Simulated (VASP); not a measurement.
# Si7H2 in VASP: relaxation of the atoms with PBE+D3(BJ)

Aim: the relaxation of the atoms of Si7H2 with PBE+D3(BJ).

Everything below comes from runs of VASP 6.6.1. Logs are shortened: lines on timing, memory, paths and dates and some standing lists are left out, and cuts for length are marked.

### 1 The cell of the first run

The cell holds a slab with vacuum, 18 atoms: a = 7.667 Å, b = 3.834 Å, c = 26.093 Å, α = 90.00°, β = 90.00°, γ = 90.00°.

### 2 Relaxation of the atoms, PBE+D3(BJ)

File INCAR:

```
PREC = Accurate
ENCUT = 450
EDIFF = 1E-7
ISMEAR = 0
SIGMA = 0.05
LREAL = F
LASPH = T
NELM = 120
ALGO = Normal
ISIF = 2
LWAVE = F
LCHARG = F
LDIPOL = T
IDIPOL = 3
DIPOL = 0.5 0.5 0.472
GGA = PE
IVDW = 12
IBRION = 2
NSW = 90
EDIFFG = -0.03
GGA_COMPAT = F
NELMIN = 4
NELMDL = -8
LUSENCCL = F
```

File KPOINTS:

```
Automatic mesh
0
Gamma
  4 8 1
```

File POSCAR:

```
Si7H2
1.0
    7.6671912444      0.0000000000      0.0000000000
    0.0000000000      3.8335956222      0.0000000000
    0.0000000000      0.0000000000     26.0926103824
H Si
4 14
Selective dynamics
Direct
    0.5000000000      0.6826517140      0.3257627303  F F F
    0.5000000000      0.3173482860      0.3257627303  F F F
    0.0000000000      0.3173482860      0.3257627303  F F F
    0.0000000000      0.6826517140      0.3257627303  F F F
    0.5000000000      0.0000000000      0.3587347476  F F F
    0.0000000000      0.0000000000      0.3587347476  F F F
    0.7500000000      0.0000000000      0.4106797508  F F F
    0.2500000000      0.0000000000      0.4106797508  F F F
    0.7500000000      0.5000000000      0.4626247541  F F F
    0.2500000000      0.5000000000      0.4626247541  F F F
    0.0000000000      0.5000000000      0.5145697573  T T T
    0.5000000000      0.5000000000      0.5145697573  T T T
    0.0000000000      0.0000000000      0.5665147605  T T T
    0.5000000000      0.0000000000      0.5665147605  T T T
    0.2500000000      0.0000000000      0.6184597637  T T T
    0.7500000000      0.0000000000      0.6184597637  T T T
    0.3450000000      0.5000000000      0.6742372697  T T T
    0.6550000000      0.5000000000      0.6512422534  T T T
```

Potentials or basis: VASP PAW PBE potentials, release 64 (H, Si).

Command:

```
$ cat potpaw_PBE.64/H/POTCAR potpaw_PBE.64/Si/POTCAR > POTCAR
$ mpirun -np 1 vasp_std > vasp.out
```

OUTCAR:

```text
PREC = Accurate
   ENCUT = 450
   EDIFF = 1E-7
   ISMEAR = 0
   LREAL = F
   LASPH = T
   NELM = 120
   ISIF = 2
   GGA = PE
   IVDW = 12
   IBRION = 2
   NSW = 90
   EDIFFG = -0.03
   NELMIN = 4
   NELMDL = -8
 IVDW          = 12

 ion  position               nearest neighbor table
   1  0.500  0.683  0.326-   5 1.49
   2  0.500  0.317  0.326-   5 1.49
   3  0.000  0.317  0.326-   6 1.49
   4  0.000  0.683  0.326-   6 1.49
   5  0.500  0.000  0.359-   1 1.49   2 1.49   7 2.35   8 2.35
   6  0.000  0.000  0.359-   3 1.49   4 1.49   7 2.35   8 2.35
   7  0.750  0.000  0.411-   5 2.35   6 2.35   9 2.35   9 2.35
   8  0.250  0.000  0.411-   5 2.35   6 2.35  10 2.35  10 2.35
   9  0.750  0.500  0.463-  11 2.35  12 2.35   7 2.35   7 2.35
  10  0.250  0.500  0.463-  11 2.35  12 2.35   8 2.35   8 2.35
  11  0.000  0.500  0.515-  13 2.35  13 2.35   9 2.35  10 2.35
  12  0.500  0.500  0.515-  14 2.35  14 2.35   9 2.35  10 2.35
  13  0.000  0.000  0.567-  11 2.35  11 2.35  16 2.35  15 2.35
  14  0.500  0.000  0.567-  12 2.35  12 2.35  16 2.35  15 2.35
  15  0.250  0.000  0.618-  13 2.35  14 2.35  17 2.51  17 2.51
  16  0.750  0.000  0.618-  18 2.22  18 2.22  13 2.35  14 2.35
  17  0.345  0.500  0.674-  18 2.45  15 2.51  15 2.51
  18  0.655  0.500  0.651-  16 2.22  16 2.22  17 2.45

  LATTYP: Found a simple orthorhombic cell.
 ALAT       =     3.8335956222
 B/A-ratio  =     2.0000000000
 C/A-ratio  =     6.8063022170

  Lattice vectors:

 A1 = (   0.0000000000,  -3.8335956222,   0.0000000000)
 A2 = (   7.6671912444,   0.0000000000,   0.0000000000)
 A3 = (   0.0000000000,   0.0000000000,  26.0926103824)

Analysis of symmetry for initial positions (statically):
=====================================================================
 Subroutine PRICEL returns:
 Original cell was already a primitive cell.

 Routine SETGRP: Setting up the symmetry group for a
 simple orthorhombic supercell.

 Subroutine GETGRP returns: Found  2 space group operations
 (whereof  2 operations were pure point group operations)
 out of a pool of  8 trial point group operations.

The static configuration has the point symmetry C_1h.

Analysis of symmetry for dynamics (positions and initial velocities):
=====================================================================
 Subroutine PRICEL returns:
 Original cell was already a primitive cell.

 Routine SETGRP: Setting up the symmetry group for a
 simple orthorhombic supercell.

 Subroutine GETGRP returns: Found  2 space group operations
 (whereof  2 operations were pure point group operations)
 out of a pool of  8 trial point group operations.

The dynamic configuration has the point symmetry C_1h.

Analysis of constrained symmetry for selective dynamics:
=====================================================================
 Subroutine PRICEL returns:
 Original cell was already a primitive cell.

 Routine SETGRP: Setting up the symmetry group for a
 simple orthorhombic supercell.

 Subroutine GETGRP returns: Found  2 space group operations
 (whereof  2 operations were pure point group operations)
 out of a pool of  8 trial point group operations.

The constrained configuration has the point symmetry C_1h.

 Subroutine INISYM returns: Found  2 space group operations
 (whereof  2 operations are pure point group operations),
 and found     1 'primitive' translations

----------------------------------------------------------------------------------------

                                     Primitive cell

  volume of cell :     766.9378

  direct lattice vectors                    reciprocal lattice vectors
     7.667191244  0.000000000  0.000000000     0.130425858  0.000000000  0.000000000
     0.000000000  3.833595622  0.000000000     0.000000000  0.260851717  0.000000000
     0.000000000  0.000000000 26.092610382     0.000000000  0.000000000  0.038325027

  length of vectors
     7.667191244  3.833595622 26.092610382     0.130425858  0.260851717  0.038325027

  position of ions in fractional coordinates (direct lattice)
     0.500000000  0.682651714  0.325762730
     0.500000000  0.317348286  0.325762730
     0.000000000  0.317348286  0.325762730
     0.000000000  0.682651714  0.325762730
     0.500000000  0.000000000  0.358734748
     0.000000000  0.000000000  0.358734748
[... 10 lines left out ...]
     0.345000000  0.500000000  0.674237270
     0.655000000  0.500000000  0.651242253

  ion indices of the primitive-cell ions
   primitive index   ion index
                 1           1
                 2           2
                 3           3
                 4           4
                 5           5
                 6           6
[... 10 lines left out ...]
                17          17
                18          18

----------------------------------------------------------------------------------------

 KPOINTS: Automatic mesh

Automatic generation of k-mesh.
 Grid dimensions read from file:
 generate k-points for:    4    8    1

 Generating k-lattice:

  Cartesian coordinates                     Fractional coordinates (reciprocal lattice)
     0.032606465  0.000000000  0.000000000     0.250000000  0.000000000  0.000000000
     0.000000000  0.032606465  0.000000000     0.000000000  0.125000000  0.000000000
     0.000000000  0.000000000  0.038325027     0.000000000  0.000000000  1.000000000

  Length of vectors
     0.032606465  0.032606465  0.038325027

  Shift w.r.t. Gamma in fractional coordinates (k-lattice)
     0.000000000  0.000000000  0.000000000

 Subroutine IBZKPT returns following result:
 ===========================================

 Found     15 irreducible k-points:

 Following reciprocal coordinates:
            Coordinates               Weight
  0.000000  0.000000  0.000000      1.000000
  0.250000  0.000000  0.000000      2.000000
  0.500000  0.000000  0.000000      1.000000
  0.000000  0.125000  0.000000      2.000000
  0.250000  0.125000  0.000000      4.000000
  0.500000  0.125000  0.000000      2.000000
  0.000000  0.250000  0.000000      2.000000
  0.250000  0.250000  0.000000      4.000000
  0.500000  0.250000  0.000000      2.000000
  0.000000  0.375000  0.000000      2.000000
  0.250000  0.375000  0.000000      4.000000
  0.500000  0.375000  0.000000      2.000000
  0.000000  0.500000  0.000000      1.000000
  0.250000  0.500000  0.000000      2.000000
  0.500000  0.500000  0.000000      1.000000
   k-points           NKPTS =     15   k-points in BZ     NKDIM =     15   number of bands    NBANDS=     40
   number of dos      NEDOS =    301   number of ions     NIONS =     18
   total plane-waves  NPLWV = 290304
   dimension x,y,z NGX =    54 NGY =   28 NGZ =  192
   dimension x,y,z NGXF=   108 NGYF=   56 NGZF=  384
   ions per type =               4  14
   NGX,Y,Z   is equivalent  to a cutoff of  11.71, 12.14, 12.23 a.u.
   NGXF,Y,Z  is equivalent  to a cutoff of  23.42, 24.28, 24.47 a.u.
 SYSTEM =  unknown system
   PREC   = accura    normal or accurate (medium, high low for compatibility)
   ISTART =      0    job   : 0-new  1-cont  2-samecut
   ICHARG =      2    charge: 1-file 2-atom 10-const
   ISPIN  =      1    spin polarized calculation?
   LNONCOLLINEAR =      F non collinear calculations
   LSORBIT =      F    spin-orbit coupling
   LASPH  =      T    aspherical Exc in radial PAW
   ENCUT  =  450.0 eV  33.07 Ry    5.75 a.u.  13.26  6.63 45.13*2*pi/ulx,y,z
   NELM   =    120;   NELMIN=  4; NELMDL= -8     # of ELM steps
   EDIFF  = 0.1E-06   stopping-criterion for ELM
   LREAL  =      F    real-space projection
   EDIFFG = -.3E-01   stopping-criterion for IOM
   NSW    =     90    number of steps for IOM
   IBRION =      2    ionic relax: 0-MD 1-quasi-New 2-CG
   NFREE  =      1    steps in history (QN), initial steepest desc. (CG)
   ISIF   =      2    stress and relaxation
   ISYM   =      2    0-nonsym 1-usesym 2-fastsym
   POTIM  = 0.5000    time-step for ionic-motion
   TEBEG  =    0.0;   TEEND  =   0.0 temperature during run
   PSTRESS=    0.0 pullay stress
   NELECT =      60.0000    total number of electrons
   NUPDOWN=      -1.0000    fix difference up-down
   EMIN   =  10.00;   EMAX   =-10.00  energy-range for DOS
   EFERMI =   0.00;   METHOD = LEGACY
   ISMEAR =     0;   SIGMA  =   0.05  broadening in eV -4-tet -1-fermi 0-gaus
   EFERMI_NEDOS =   21; number of points for ismear=-14 and -15
   IALGO  =     38    algorithm
   IMIX   =      4    mixing-type and parameters
     AMIX     =   0.40;   BMIX     =  1.00
     AMIX_MAG =   1.60;   BMIX_MAG =  1.00
  volume/ion in A,a.u.               =      42.61       287.53
  Fermi-wavevector in a.u.,A,eV,Ry     =   0.700173  1.323135  6.670146  0.490242
  Thomas-Fermi vector in A             =   1.784253
   LORBIT       =      0    0 simple, 1 ext, 2 COOP (PROOUT), +10 PAW based schemes
   GGA     = PE    functional components
   LHFCALC =     F    Hartree Fock is set to
   AEXX    =    0.0000 exact exchange contribution
   IVDW    =    12    specifies the selected vdW correction
   LEPSILON=     F    determine dielectric tensor
   LRPA    =     F    only Hartree local field effects (RPA)
 conjugate gradient relaxation of ions
 non-spin polarized calculation
 Gauss-broadening in eV      SIGMA  =   0.05
  energy-cutoff  :      450.00
  volume of cell :      766.94
 maximum number of plane-waves:     16680
 NGX is ok and might be reduce to    54
   NGX = 27   NGY = 13   NGZ = 91

 dipolmoment           0.000000      0.000000     -0.004545 electrons x Angstroem

--------------------------------------- Ionic step        1  -------------------------------------------

 number of electron      59.9999999 magnetization

 Free energy of the ion-electron system (eV)
  ---------------------------------------------------
  ext. energy  EPLUGINS =         0.00000000
  ---------------------------------------------------
  free energy    TOTEN  =       -85.41908359 eV

  energy without entropy =      -85.41219014  energy(sigma->0) =      -85.41563686

------------------------ aborting loop because EDIFF is reached ----------------------------------------

 Edisp (eV)   -3.81008

 E8    (eV) :    -1.5942

  FORCE on cell =-STRESS in cart. coord.  units (eV):
  Direction    XX          YY          ZZ          XY          YZ          ZX
  --------------------------------------------------------------------------------------
  -------------------------------------------------------------------------------------
  Total      -2.31033     8.17365    -0.45867     0.00000     0.00000    -1.60557
  in kB      -4.82642    17.07522    -0.95819     0.00000     0.00000    -3.35413
  external pressure =        3.76 kB  Pullay stress =        0.00 kB
[... 145 lines left out ...]
  FREE ENERGIE OF THE ION-ELECTRON SYSTEM (eV)
  ---------------------------------------------------
  free  energy   TOTEN  =       -89.5377591534 eV

  energy  without entropy=      -89.5330337896  energy(sigma->0) =      -89.53539647

[... ionic steps 4 to 30 ...]

--------------------------------------- Ionic step       31  -------------------------------------------

 number of electron      59.9999999 magnetization

------------------------ aborting loop because EDIFF is reached ----------------------------------------

 Edisp (eV)   -3.76574

 E8    (eV) :    -1.5744
[... 101 lines left out ...]
  energy  without entropy=      -89.7702858958  energy(sigma->0) =      -89.77029304

--------------------------------------- Ionic step       33  -------------------------------------------

 number of electron      59.9999999 magnetization

 dipolmoment           0.000000      0.000000      0.083242 electrons x Angstroem

 Free energy of the ion-electron system (eV)
  ---------------------------------------------------
  ext. energy  EPLUGINS =         0.00000000
  ---------------------------------------------------
  free energy    TOTEN  =       -86.00491210 eV

  energy without entropy =      -86.00490178  energy(sigma->0) =      -86.00490694

 E-fermi :  -0.6974     XC(G=0):  -4.1796

 val. band max:       -0.8200027661   @ k =   0.5000   0.1250   0.0000
 cond. band min:      -0.5835364221   @ k =   0.0000   0.5000   0.0000
 fundamental gap:      0.2364663440
 Fermi energy:        -0.6974052877

 k-point     1 :       0.0000    0.0000    0.0000
  band No.  band energies     occupation
      1     -12.5917      2.00000
      2     -11.9404      2.00000
      3     -10.8162      2.00000
      4     -10.5166      2.00000
      5     -10.5068      2.00000
      6      -9.9926      2.00000
[... 634 lines left out ...]
     39       2.4057      0.00000
     40       2.5872      0.00000

------------------------ aborting loop because EDIFF is reached ----------------------------------------

 vacuum level on the upper side and lower side of the slab       (xc-potential included)         0.181        -0.322

 Edisp (eV)   -3.76564

 E8    (eV) :    -1.5744

  FORCE on cell =-STRESS in cart. coord.  units (eV):
  Direction    XX          YY          ZZ          XY          YZ          ZX
  --------------------------------------------------------------------------------------
  -------------------------------------------------------------------------------------
  Total      -2.57607     6.77047    -0.10391     0.00000     0.00000    -0.04405
  in kB      -5.38156    14.14390    -0.21707     0.00000     0.00000    -0.09202
  external pressure =        2.85 kB  Pullay stress =        0.00 kB
[... 33 lines left out ...]
  FREE ENERGIE OF THE ION-ELECTRON SYSTEM (eV)
  ---------------------------------------------------
  free  energy   TOTEN  =       -89.7705521531 eV

  energy  without entropy=      -89.7705418320  energy(sigma->0) =      -89.77054699

 reached required accuracy - stopping structural energy minimisation

 vacuum level on the upper side and lower side of the slab         4.161         3.647
```

Run time: 32 min. Hardware: 1 × NVIDIA H100 80GB with 1 thread of AMD EPYC 7R13 (Zen 3), shared host; peak memory 1.7 GiB.

Results:

| Item | Value |
| --- | --- |
| Free energy | -89.7706 eV |
| Energy gained by relaxing | 30.1 meV/atom |
| Ionic steps | 33 |
| Band gap on the k mesh | 0.24 eV (least direct gap 0.82 eV) |
| Dispersion energy per atom | -0.209 eV |

Step by step:
```
step  energy change (eV)  largest force on free atoms (eV/Å)  pressure (GPa)
   1              0.0000                              1.8006            0.38
   2             -0.2931                              0.8828            0.28
   3             -0.3086                              1.0646            0.28
   4             -0.4052                              0.5707            0.33
   5             -0.4114                              0.5703            0.36
   6             -0.4380                              0.2437            0.38
   7             -0.4438                              0.3541            0.39
   8             -0.4650                              0.2198            0.41
   9             -0.4736                              0.3348            0.43
  10             -0.4888                              0.2951            0.46
  11             -0.4919                              0.3919            0.49
  12             -0.4928                              0.3444            0.48
  13             -0.5082                              0.2394            0.46
  14             -0.5087                              0.2676            0.46
  15             -0.5184                              0.1564            0.42
  16             -0.5210                              0.2448            0.39
  17             -0.5266                              0.1443            0.36
  18             -0.5272                              0.1776            0.35
  19             -0.5312                              0.1325            0.33
  20             -0.5315                              0.2010            0.33
  21             -0.5346                              0.0850            0.32
  22             -0.5350                              0.0998            0.32
  23             -0.5369                              0.0666            0.31
  24             -0.5374                              0.0839            0.31
  25             -0.5387                              0.0640            0.30
  26             -0.5390                              0.0608            0.30
  27             -0.5401                              0.0572            0.30
  28             -0.5401                              0.0574            0.30
  29             -0.5407                              0.0407            0.30
  30             -0.5407                              0.0401            0.30
  31             -0.5411                              0.0368            0.29
  32             -0.5411                              0.0491            0.29
  33             -0.5414                              0.0204            0.28
```

Final structure:
```xyz
18
Lattice="7.6672 0.0000 0.0000 0.0000 3.8336 0.0000 0.0000 0.0000 26.0926" Properties=species:S:1:pos:R:3 pbc="T T T"
H     3.8336    2.6170    8.5000
H     3.8336    1.2166    8.5000
H     0.0000    1.2166    8.5000
H     0.0000    2.6170    8.5000
Si    3.8336    0.0000    9.3603
Si    0.0000    0.0000    9.3603
Si    5.7504    0.0000   10.7157
Si    1.9168    0.0000   10.7157
Si    5.7504    1.9168   12.0711
Si    1.9168    1.9168   12.0711
Si    7.6630    1.9168   13.5000
Si    3.8370    1.9168   13.3592
Si    0.0288    0.0000   14.9146
Si    3.7531    0.0000   14.6660
Si    2.0132    0.0000   16.2339
Si    5.6578    0.0000   16.1576
Si    2.3662    1.9168   17.6254
Si    4.5847    1.9168   16.9551
```

Levels at points of the mesh, in eV from the valence-band top:
```tsv
k point	band 28	band 29	band 30	band 31	band 32	band 33
(0.00, 0.00, 0.00)	-0.56	-0.40	-0.21	0.62	0.96	1.29
(0.50, 0.00, 0.00)	-0.50	-0.22	-0.20	0.67	1.67	1.87
(0.00, 0.50, 0.00)	-1.08	-0.98	-0.92	0.24	1.17	1.42
(0.50, 0.50, 0.00)	-2.05	-1.64	-0.80	0.48	1.62	1.64
```
